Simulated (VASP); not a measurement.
# Hf4N (Pm-3m) in VASP: notebook

Hf4N is run at these levels: PBE; tasks: single point, relaxation of cell and atoms.

All numbers are computed with VASP 6.6.1; they aren't measurements. Logs are shortened: lines on timing, memory, paths and dates and some standing lists are left out, and cuts for length are marked.

## (1) The cell of the first run

Symmetry: Pm-3m, No. 221, cubic system. The conventional cell has a = 4.511 Å, b = 4.511 Å, c = 4.511 Å, α = 90.00°, β = 90.00°, γ = 90.00°. Hf (site symmetry m-3m) has 12 Hf at 3.19 Å and 8 N at 3.91 Å within 4.2 Å. Hf (site symmetry 4/mmm) has 2 N at 2.26 Å within 3.0 Å. N (site symmetry m-3m) has 6 Hf at 2.26 Å within 3.0 Å.

The cell was built from a structure type or drawn by symmetry, and may not be a known phase.

## (2) Single point, PBE

The input, INCAR:

```
  ALGO = Normal
  EDIFF = 1E-6
  ENCUT = 520
  GGA = PE
  ISIF = 2
  ISMEAR = 0
  LASPH = True
  LCHARG = False
  LREAL = False
  LWAVE = False
  NBANDS = 30
  NELM = 80
  PREC = Accurate
  SIGMA = 0.2
```

The input, KPOINTS:

```
k-points
0
Gamma
  4 4 4
```

The input, POSCAR:

```
Hf4N
1.0
    4.5111574144      0.0000000000      0.0000000000
    0.0000000000      4.5111574144      0.0000000000
    0.0000000000      0.0000000000      4.5111574144
Hf N
4 1
Direct
    0.0000000000      0.0000000000      0.0000000000
    0.5000000000      0.5000000000      0.0000000000
    0.5000000000      0.0000000000      0.5000000000
    0.0000000000      0.5000000000      0.5000000000
    0.5000000000      0.5000000000      0.5000000000
```

Potentials or basis: VASP PAW PBE potentials, release 64 (Hf_pv, N).

Run with:

```sh
> cat potpaw_PBE.64/Hf_pv/POTCAR potpaw_PBE.64/N/POTCAR > POTCAR
> mpirun -np 1 vasp_std > vasp.out
```

OUTCAR:

```text
EDIFF = 1E-6
   ENCUT = 520
   GGA = PE
   ISIF = 2
   ISMEAR = 0
   LASPH = True
   LREAL = False
   NELM = 80
   PREC = Accurate

 ion  position               nearest neighbor table
   1  0.000  0.000  0.000-   2 3.19   3 3.19   4 3.19   3 3.19   4 3.19   2 3.19   4 3.19   4 3.19
                             2 3.19   3 3.19   3 3.19   2 3.19
   2  0.500  0.500  0.000-   5 2.26   5 2.26   4 3.19   1 3.19   3 3.19   4 3.19   3 3.19   1 3.19
                             3 3.19   3 3.19   1 3.19   4 3.19   4 3.19   1 3.19
   3  0.500  0.000  0.500-   5 2.26   5 2.26   4 3.19   1 3.19   1 3.19   2 3.19   2 3.19   4 3.19
                             2 3.19   2 3.19   1 3.19   4 3.19   1 3.19   4 3.19
   4  0.000  0.500  0.500-   5 2.26   5 2.26   3 3.19   1 3.19   1 3.19   2 3.19   1 3.19   3 3.19
                             1 3.19   2 3.19   3 3.19   2 3.19   2 3.19   3 3.19
   5  0.500  0.500  0.500-   2 2.26   3 2.26   4 2.26   2 2.26   3 2.26   4 2.26

  LATTYP: Found a simple cubic cell.
 ALAT       =     4.5111574144

  Lattice vectors:

 A1 = (   4.5111574144,   0.0000000000,   0.0000000000)
 A2 = (   0.0000000000,   4.5111574144,   0.0000000000)
 A3 = (   0.0000000000,   0.0000000000,   4.5111574144)

Analysis of symmetry for initial positions (statically):
=====================================================================
 Subroutine PRICEL returns:
 Original cell was already a primitive cell.

 Routine SETGRP: Setting up the symmetry group for a
 simple cubic supercell.

 Subroutine GETGRP returns: Found 48 space group operations
 (whereof 48 operations were pure point group operations)
 out of a pool of 48 trial point group operations.

The static configuration has the point symmetry O_h .

Analysis of symmetry for dynamics (positions and initial velocities):
=====================================================================
 Subroutine PRICEL returns:
 Original cell was already a primitive cell.

 Routine SETGRP: Setting up the symmetry group for a
 simple cubic supercell.

 Subroutine GETGRP returns: Found 48 space group operations
 (whereof 48 operations were pure point group operations)
 out of a pool of 48 trial point group operations.

The dynamic configuration has the point symmetry O_h .

 Subroutine INISYM returns: Found 48 space group operations
 (whereof 48 operations are pure point group operations),
 and found     1 'primitive' translations

----------------------------------------------------------------------------------------

                                     Primitive cell

  volume of cell :      91.8045

  direct lattice vectors                    reciprocal lattice vectors
     4.511157414  0.000000000  0.000000000     0.221672602  0.000000000  0.000000000
     0.000000000  4.511157414  0.000000000     0.000000000  0.221672602  0.000000000
     0.000000000  0.000000000  4.511157414     0.000000000  0.000000000  0.221672602

  length of vectors
     4.511157414  4.511157414  4.511157414     0.221672602  0.221672602  0.221672602

  position of ions in fractional coordinates (direct lattice)
     0.000000000  0.000000000  0.000000000
     0.500000000  0.500000000  0.000000000
     0.500000000  0.000000000  0.500000000
     0.000000000  0.500000000  0.500000000
     0.500000000  0.500000000  0.500000000

  ion indices of the primitive-cell ions
   primitive index   ion index
                 1           1
                 2           2
                 3           3
                 4           4
                 5           5

----------------------------------------------------------------------------------------

 KPOINTS: k-points

Automatic generation of k-mesh.
 Grid dimensions read from file:
 generate k-points for:    4    4    4

 Generating k-lattice:

  Cartesian coordinates                     Fractional coordinates (reciprocal lattice)
     0.055418150  0.000000000  0.000000000     0.250000000  0.000000000  0.000000000
     0.000000000  0.055418150  0.000000000     0.000000000  0.250000000  0.000000000
     0.000000000  0.000000000  0.055418150     0.000000000  0.000000000  0.250000000

  Length of vectors
     0.055418150  0.055418150  0.055418150

  Shift w.r.t. Gamma in fractional coordinates (k-lattice)
     0.000000000  0.000000000  0.000000000

 Subroutine IBZKPT returns following result:
 ===========================================

 Found     10 irreducible k-points:

 Following reciprocal coordinates:
            Coordinates               Weight
  0.000000  0.000000  0.000000      1.000000
  0.250000  0.000000  0.000000      6.000000
  0.500000  0.000000  0.000000      3.000000
  0.250000  0.250000  0.000000     12.000000
  0.500000  0.250000  0.000000     12.000000
  0.500000  0.500000  0.000000      3.000000
  0.250000  0.250000  0.250000      8.000000
  0.500000  0.250000  0.250000     12.000000
  0.500000  0.500000  0.250000      6.000000
  0.500000  0.500000  0.500000      1.000000
[... 24 lines left out ...]
   ISIF   =      2    stress and relaxation
   ISYM   =      2    0-nonsym 1-usesym 2-fastsym
   POTIM  = 0.5000    time-step for ionic-motion
   TEBEG  =    0.0;   TEEND  =   0.0 temperature during run
   PSTRESS=    0.0 pullay stress
   NELECT =      45.0000    total number of electrons
   NUPDOWN=      -1.0000    fix difference up-down
   EMIN   =  10.00;   EMAX   =-10.00  energy-range for DOS
   EFERMI =   0.00;   METHOD = LEGACY
   ISMEAR =     0;   SIGMA  =   0.20  broadening in eV -4-tet -1-fermi 0-gaus
   EFERMI_NEDOS =   21; number of points for ismear=-14 and -15
   IALGO  =     38    algorithm
   IMIX   =      4    mixing-type and parameters
     AMIX     =   0.40;   BMIX     =  1.00
     AMIX_MAG =   1.60;   BMIX_MAG =  1.00
  volume/ion in A,a.u.               =      18.36       123.91
  Fermi-wavevector in a.u.,A,eV,Ry     =   1.290796  2.439251 22.669414  1.666155
  Thomas-Fermi vector in A             =   2.422606
   LORBIT       =      0    0 simple, 1 ext, 2 COOP (PROOUT), +10 PAW based schemes
   GGA     = PE    functional components
   LHFCALC =     F    Hartree Fock is set to
   AEXX    =    0.0000 exact exchange contribution
   IVDW    =     0    specifies the selected vdW correction
   LEPSILON=     F    determine dielectric tensor
   LRPA    =     F    only Hartree local field effects (RPA)
 non-spin polarized calculation
 Gauss-broadening in eV      SIGMA  =   0.20
  energy-cutoff  :      520.00
  volume of cell :       91.80
 maximum number of plane-waves:      2517
 NGX is ok and might be reduce to    36
   NGX = 17   NGY = 17   NGZ = 17

 number of electron      44.9999994 magnetization

 Free energy of the ion-electron system (eV)
  ---------------------------------------------------
  ext. energy  EPLUGINS =         0.00000000
  ---------------------------------------------------
  free energy    TOTEN  =       -51.65164072 eV

  energy without entropy =      -51.58061638  energy(sigma->0) =      -51.61612855

 E-fermi :   5.1104     XC(G=0): -11.5691

 val. band max:        5.1103635591   @ k =   0.5000   0.5000   0.2500
 cond. band min:       5.1661918569   @ k =   0.5000   0.5000   0.2500
 fundamental gap:      0.0558282978
 Fermi energy:         5.1103847639

 k-point     1 :       0.0000    0.0000    0.0000
  band No.  band energies     occupation
      1     -25.5565      2.00000
      2     -25.5565      2.00000
      3     -25.5565      2.00000
      4     -25.1258      2.00000
      5     -25.1258      2.00000
      6     -25.1258      2.00000
[... 22 lines left out ...]
     29       9.0250      0.00000
     30       9.0250      0.00000

 k-point     2 :       0.2500    0.0000    0.0000
  band No.  band energies     occupation
      1     -25.4958      2.00000
      2     -25.4958      2.00000
      3     -25.4682      2.00000
      4     -25.1705      2.00000
      5     -25.1705      2.00000
      6     -25.1308      2.00000
[... 22 lines left out ...]
     29       8.6615      0.00000
     30       9.2372      0.00000

 k-point     3 :       0.5000    0.0000    0.0000
  band No.  band energies     occupation
      1     -25.3845      2.00000
      2     -25.3845      2.00000
      3     -25.2821      2.00000
      4     -25.2821      2.00000
      5     -25.2695      2.00000
      6     -25.2297      2.00000
[... 220 lines left out ...]
     29       8.7622      0.00000
     30       9.6024      0.00000

 k-point    10 :       0.5000    0.5000    0.5000
  band No.  band energies     occupation
      1     -25.8204      2.00000
      2     -25.5594      2.00000
      3     -25.5594      2.00000
      4     -25.5594      2.00000
      5     -24.9556      2.00000
      6     -24.9556      2.00000
[... 22 lines left out ...]
     29      10.1919      0.00000
     30      10.1919      0.00000

------------------------ aborting loop because EDIFF is reached ----------------------------------------

  FORCE on cell =-STRESS in cart. coord.  units (eV):
  Direction    XX          YY          ZZ          XY          YZ          ZX
  --------------------------------------------------------------------------------------
  -------------------------------------------------------------------------------------
  Total       -0.4850315     -0.4850315     -0.4850315     -0.0000000     -0.0000000      0.0000000
  in kB       -8.4647969     -8.4647969     -8.4647969     -0.0000000     -0.0000000      0.0000000
  external PRESSURE =      -8.4647969 kB  Pullay stress =       0.0000000 kB

 VOLUME and BASIS-vectors are now :
 -----------------------------------------------------------------------------
  energy-cutoff  :      520.00
  volume of cell :       91.80
      direct lattice vectors                 reciprocal lattice vectors
     4.511157414  0.000000000  0.000000000     0.221672602  0.000000000  0.000000000
     0.000000000  4.511157414  0.000000000     0.000000000  0.221672602  0.000000000
     0.000000000  0.000000000  4.511157414     0.000000000  0.000000000  0.221672602

 POSITION                                       TOTAL-FORCE (eV/Angst)
 -----------------------------------------------------------------------------------
      0.00000      0.00000      0.00000         0.000000      0.000000      0.000000
      2.25558      2.25558      0.00000         0.000000      0.000000      0.000000
      2.25558      0.00000      2.25558         0.000000      0.000000      0.000000
      0.00000      2.25558      2.25558         0.000000      0.000000      0.000000
      2.25558      2.25558      2.25558         0.000000      0.000000      0.000000
 -----------------------------------------------------------------------------------
    total drift:                                0.000000      0.000000      0.000000

  FREE ENERGIE OF THE ION-ELECTRON SYSTEM (eV)
  ---------------------------------------------------
  free  energy   TOTEN  =       -51.6516407233 eV

  energy  without entropy=      -51.5806163796  energy(sigma->0) =      -51.61612855
```

Wall time 16 s (1 thread of Intel Xeon 6975P-C (Granite Rapids), shared host); peak memory 0.2 GiB.

Results:

```
Free energy            : -51.6516 eV
Pressure               : -0.8 GPa
Band gap on the k mesh : zero (an odd number of electrons rules out a gap without spin polarisation)
```

Caveat: spin-orbit coupling is left out, which moves the levels of the heavy elements.

## (3) Relaxation of cell and atoms, PBE

This run uses another cell than the first one, of 18.15 Å³/atom.

The input, INCAR:

```
SYSTEM = Hf4N
PREC = Accurate
ENCUT = 600
EDIFF = 1E-6
ISMEAR = 0
SIGMA = 0.2
LREAL = .False.
LASPH = .True.
NELM = 100
ALGO = Normal
ISIF = 3
LWAVE = .False.
LCHARG = .False.
GGA = PE
IBRION = 2
NSW = 36
EDIFFG = -0.08
```

The input, KPOINTS:

```
regular mesh
0
Gamma
  4 4 4
  0 0 0
```

Changes to POSCAR since step 2:

```diff
@@ -2,5 +2,5 @@
 1.0
-    4.5111574144      0.0000000000      0.0000000000
-    0.0000000000      4.5111574144      0.0000000000
-    0.0000000000      0.0000000000      4.5111574144
+    4.4940410500      0.0000000000      0.0000000000
+    0.0000000000      4.4940410500      0.0000000000
+    0.0000000000      0.0000000000      4.4940410500
 Hf N
```

Potentials or basis: VASP PAW PBE potentials, release 64 (Hf_pv, N).

Run with:

```sh
> cat potpaw_PBE.64/Hf_pv/POTCAR potpaw_PBE.64/N/POTCAR > POTCAR
> mpirun -np 1 vasp_std > vasp.out
```

Wall time 33 s (1 thread of Intel Xeon 6975P-C (Granite Rapids), shared host); peak memory 0.22 GiB.

The run converged. Its results:

```yaml
Free_energy: -51.6554 eV
Relaxed_volume: 18.25 Å³/atom
Relaxed_cell: a = 4.502 Å, b = 4.502 Å, c = 4.502 Å, α = 90.00°, β = 90.00°, γ = 90.00°
Space_group_after_relaxing_to_0.1_Å: Pm-3m (No. 221)
Energy_gained_by_relaxing: 0.3 meV/atom
Ionic_steps: 3
Pressure_after_relaxing: 0.0 GPa
Band_gap_on_the_k_mesh: zero (an odd number of electrons rules out a gap without spin polarisation)
```

The path:
| step | energy change (eV) | largest force (eV/Å) | pressure (GPa) | volume (Å³) |
| --- | --- | --- | --- | --- |
| 1 | 0.0000 | 0.0000 | 0.84 | 90.76 |
| 2 | 0.0016 | 0.0000 | -1.21 | 92.02 |
| 3 | -0.0013 | 0.0000 | 0.00 | 91.27 |

Final structure:
```cif
data_structure
_symmetry_space_group_name_H-M 'P 1'
_symmetry_Int_Tables_number 1
_cell_length_a 4.5023
_cell_length_b 4.5023
_cell_length_c 4.5023
_cell_angle_alpha 90.000
_cell_angle_beta 90.000
_cell_angle_gamma 90.000
_cell_volume 91.27
loop_
_atom_site_label
_atom_site_type_symbol
_atom_site_fract_x
_atom_site_fract_y
_atom_site_fract_z
_atom_site_occupancy
Hf1 Hf 0.00000 0.00000 0.00000 1
Hf2 Hf 0.50000 0.50000 0.00000 1
Hf3 Hf 0.50000 0.00000 0.50000 1
Hf4 Hf 0.00000 0.50000 0.50000 1
N1 N 0.50000 0.50000 0.50000 1
```

Levels at points of the mesh, in eV from the Fermi level:
| k point | band 19 | band 20 | band 21 | band 22 | band 23 | band 24 | band 25 | band 26 |
| --- | --- | --- | --- | --- | --- | --- | --- | --- |
| (0.00, 0.00, 0.00) | -2.97 | -2.09 | -2.09 | -2.09 | 1.39 | 1.39 | 1.39 | 3.93 |
| (0.50, 0.00, 0.00) | -1.60 | -0.88 | -0.55 | -0.43 | -0.43 | 1.21 | 1.21 | 1.26 |
| (0.50, 0.50, 0.00) | -1.56 | -1.52 | -0.34 | -0.34 | -0.25 | 0.15 | 0.90 | 0.90 |
| (0.50, 0.50, 0.50) | -1.52 | -1.52 | 0.59 | 0.59 | 0.59 | 1.24 | 1.24 | 1.24 |

Caveat: spin-orbit coupling is left out, which moves the levels of the heavy elements.

## (4) Single point, PBE

The input, INCAR:

```
SYSTEM = Hf4N
PREC = Accurate ; ENCUT = 520
EDIFF = 1E-6 ; ISMEAR = 0
SIGMA = 0.1 ; LREAL = .False.
LASPH = .True. ; NELM = 100
ALGO = Normal ; ISIF = 2
LWAVE = .False. ; LCHARG = .False.
GGA = PE ; NBANDS = 30
```

The input, KPOINTS:

```
regular mesh
0
Gamma
  8 8 8
  0 0 0
```

Changes to POSCAR since step 3:

```diff
@@ -2,5 +2,5 @@
 1.0
-    4.4940410500      0.0000000000      0.0000000000
-    0.0000000000      4.4940410500      0.0000000000
-    0.0000000000      0.0000000000      4.4940410500
+    4.5122766126      0.0000000000      0.0000000000
+    0.0000000000      4.5122766126      0.0000000000
+    0.0000000000      0.0000000000      4.5122766126
 Hf N
```

Run with:

```sh
> cat potpaw_PBE.64/Hf_pv/POTCAR potpaw_PBE.64/N/POTCAR > POTCAR
> mpirun -np 1 vasp_std > vasp.out
```

Run time: 47 s. Hardware: 1 thread of Intel Xeon 6975P-C (Granite Rapids), shared host; peak memory 0.24 GiB.

It converged, with:

* Free energy: -51.5895 eV
* Pressure: -0.8 GPa
* Band gap on the k mesh: zero (an odd number of electrons rules out a gap without spin polarisation)

Levels at points of the mesh, in eV from the Fermi level:
```
           k point  band 19  band 20  band 21  band 22  band 23  band 24  band 25  band 26
(0.00, 0.00, 0.00)    -2.99    -2.08    -2.08    -2.08     1.38     1.38     1.38     3.89
(0.50, 0.00, 0.00)    -1.59    -0.88    -0.54    -0.43    -0.43     1.20     1.20     1.24
(0.50, 0.50, 0.00)    -1.56    -1.52    -0.34    -0.34    -0.26     0.15     0.89     0.89
(0.50, 0.50, 0.50)    -1.52    -1.52     0.56     0.56     0.56     1.23     1.23     1.23
```

Caveat: spin-orbit coupling is left out, which moves the levels of the heavy elements.

## (5) Relaxation of cell and atoms, PBE

The input, INCAR:

```
PREC = Accurate
ENCUT = 600
EDIFF = 1E-6
ISMEAR = 0
SIGMA = 0.1
LREAL = False
LASPH = True
NELM = 80
ALGO = Normal
ISIF = 3
LWAVE = False
LCHARG = False
GGA = PE
IBRION = 2
NSW = 100
EDIFFG = -0.01
```

The input, KPOINTS:

```
Automatic mesh
0
Gamma
  8 8 8
```

Changes to POSCAR since step 4:

```diff
@@ -2,5 +2,5 @@
 1.0
-    4.5122766126      0.0000000000      0.0000000000
-    0.0000000000      4.5122766126      0.0000000000
-    0.0000000000      0.0000000000      4.5122766126
+    4.5111574144      0.0000000000      0.0000000000
+    0.0000000000      4.5111574144      0.0000000000
+    0.0000000000      0.0000000000      4.5111574144
 Hf N
```

Run with:

```sh
> cat potpaw_PBE.64/Hf_pv/POTCAR potpaw_PBE.64/N/POTCAR > POTCAR
> mpirun -np 1 vasp_std > vasp.out
```

Run time: 93 s. Hardware: 1 thread of Intel Xeon 6975P-C (Granite Rapids), shared host; peak memory 0.27 GiB.

Results (log left out):

| Property | Result |
| --- | --- |
| Free energy | -51.5937 eV |
| Relaxed volume | 18.27 Å³/atom |
| Relaxed cell | a = 4.503 Å, b = 4.503 Å, c = 4.503 Å, α = 90.00°, β = 90.00°, γ = 90.00° |
| Space group after relaxing (to 0.1 Å) | Pm-3m (No. 221) |
| Energy gained by relaxing | 0.2 meV/atom |
| Ionic steps | 3 |
| Pressure after relaxing | 0.0 GPa |
| Band gap on the k mesh | zero (an odd number of electrons rules out a gap without spin polarisation) |

Step by step:
| step | energy change (eV) | largest force (eV/Å) | pressure (GPa) | volume (Å³) |
| --- | --- | --- | --- | --- |
| 1 | 0.0000 | 0.0000 | -0.74 | 91.80 |
| 2 | 0.0010 | 0.0000 | 1.06 | 90.68 |
| 3 | -0.0011 | 0.0000 | 0.00 | 91.33 |

Final structure:
```xyz
5
Lattice="4.5033 0.0000 0.0000 0.0000 4.5033 0.0000 0.0000 0.0000 4.5033" Properties=species:S:1:pos:R:3 pbc="T T T"
Hf    0.0000    0.0000    0.0000
Hf    2.2517    2.2517    0.0000
Hf    2.2517    0.0000    2.2517
Hf    0.0000    2.2517    2.2517
N     2.2517    2.2517    2.2517
```

Levels at points of the mesh, in eV from the Fermi level:
```csv
k point,band 19,band 20,band 21,band 22,band 23,band 24,band 25,band 26,band 27
"(0.00, 0.00, 0.00)",-2.99,-2.10,-2.10,-2.10,1.38,1.38,1.38,3.92,3.93
"(0.50, 0.00, 0.00)",-1.60,-0.89,-0.55,-0.44,-0.44,1.20,1.20,1.25,2.09
"(0.50, 0.50, 0.00)",-1.56,-1.52,-0.35,-0.35,-0.26,0.15,0.89,0.89,2.58
"(0.50, 0.50, 0.50)",-1.53,-1.53,0.58,0.58,0.58,1.23,1.23,1.23,1.36
```

Caveat: spin-orbit coupling is left out, which moves the levels of the heavy elements.

## (6) The runs side by side

| task | cell | k mesh | cutoff (eV) | smearing | gap on the mesh (eV) | pressure (GPa) | relaxed volume (Å³/atom) |
| --- | --- | --- | --- | --- | --- | --- | --- |
| single point | a = 4.511 Å, 5 atoms | 4 × 4 × 4 | 520 | gaussian 0.2 eV | none | -0.8 | - |
| relaxation of cell and atoms | relaxed from a = 4.494 Å, 5 atoms | 4 × 4 × 4 | 600 | gaussian 0.2 eV | none | 0.0 | 18.25 |
| single point | a = 4.512 Å, 5 atoms | 8 × 8 × 8 | 520 | gaussian 0.1 eV | none | -0.8 | - |
| relaxation of cell and atoms | relaxed from a = 4.511 Å, 5 atoms | 8 × 8 × 8 | 600 | gaussian 0.1 eV | none | 0.0 | 18.27 |

Alike in all rows: level PBE; potentials or basis VASP PAW PBE potentials, release 64 (Hf_pv, N); no spin polarisation.

Caveats: spin-orbit coupling is left out, which moves the levels of the heavy elements.

Total energies depend on the potentials used, so only differences within one code and one set of settings carry meaning.
